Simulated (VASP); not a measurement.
Here is a VASP 6.6.1 calculation.

File INCAR:

```
SYSTEM = SnO
ALGO = Normal
DIPOL = 0.5 0.5 0.408
EDIFF = 1E-6
ENCUT = 520
GGA = PE
IDIPOL = 3
ISIF = 2
ISMEAR = 0
IVDW = 12
LASPH = .TRUE.
LCHARG = .FALSE.
LDIPOL = .TRUE.
LREAL = .FALSE.
LWAVE = .FALSE.
NBANDS = 50
NELM = 80
PREC = Accurate
SIGMA = 0.05
```

The input KPOINTS:

```
k-points
0
G
  7 7 1
  0 0 0
```

The input POSCAR:

```
SnO
1.0
    3.8201528477      0.0002954339      0.0000000000
   -0.0003145169      3.8201528461      0.0000000000
    0.0000000000      0.0000000000     22.2260749922
Sn O
4 4
Direct
    0.9999452930      0.9999452930      0.2024648977
    0.4999452930      0.4999452930      0.3087831522
    0.4999452930      0.8749452930      0.5067488299
   -0.0000547070      0.3749452930      0.6130670844
    0.9999461076      0.4999461076      0.2556240249
    0.4999461076      0.9999461076      0.2556240249
    0.4999461076      0.3749461076      0.5599079571
   -0.0000538924      0.8749461076      0.5599079571
```

Potentials or basis: VASP PAW PBE potentials, release 64 (Sn_d, O).

Command:

```console
$ cat potpaw_PBE.64/Sn_d/POTCAR potpaw_PBE.64/O/POTCAR > POTCAR
$ mpirun -np 1 vasp_std > vasp.out
```

**Question.** What does it give for the dispersion energy per atom?

**Answer.** -0.153 eV.

**Question.** Estimate the largest force.

**Answer.** 0.139 eV/Å.

**Question.** What does it give for the band gap on the k mesh?

**Answer.** 2.58 eV, indirect (least direct gap 2.61 eV).

Forces in eV/Å, atoms in the order of the input:
```
Sn   0.000 -0.002 -0.084
Sn   0.000 -0.011  0.138
Sn   0.000  0.011 -0.138
Sn   0.000  0.002  0.084
O    0.000  0.004  0.005
O    0.000 -0.011  0.005
O    0.000  0.011 -0.005
O    0.000 -0.004 -0.005
```

Caveat: spin-orbit coupling is left out, which moves the levels of the heavy elements.
